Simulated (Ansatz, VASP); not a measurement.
# Hf5Te: VASP beside Ansatz

```
Hf Te
1.0
     5.97558    0.00000    0.00000
    -2.98779    5.17501    0.00000
     0.00000    0.00000    4.90847
Hf Te
5 1
Direct
  0.50000 0.00000 0.50000
  0.50000 0.50000 0.50000
  0.00000 0.50000 0.50000
  0.33333 0.66667 0.00000
  0.66667 0.33333 0.00000
  0.00000 0.00000 0.00000
```

Change from the starting cell: species swapped into the CaZn5 type (P6/mmm, No. 191).

Alike in both runs: functional PBE; k mesh 6 × 6 × 8; occupations gaussian, width 0.1 eV; no spin polarisation.

Ansatz relaxed the structure, and its values are those at the end. VASP's run is a single point on that final structure, the one shown.

|  | VASP | Ansatz |
| --- | --- | --- |
| version | VASP 6.6.1 | Ansatz 0.2.0 |
| potentials or method | VASP PAW PBE potentials, release 64 (Hf_pv, Te), cutoff 520 eV | scalar-relativistic, plane waves, PAW |
| valence electrons in the cell | 56 | 146 |

Ansatz gave:

* gap on the k mesh at the Fermi level (eV): none
* pressure (GPa): 0.0

Task: Which values does VASP return?

Result: gap on the k mesh at the Fermi level (eV): none; pressure (GPa): -0.3.

A gap of «none» marks a metal or a gap that the smearing closes. VASP's potentials hold 56 valence electrons a cell and Ansatz's 146, so a difference there can come from the potentials and not from the codes.

Neither program's run includes spin-orbit coupling.
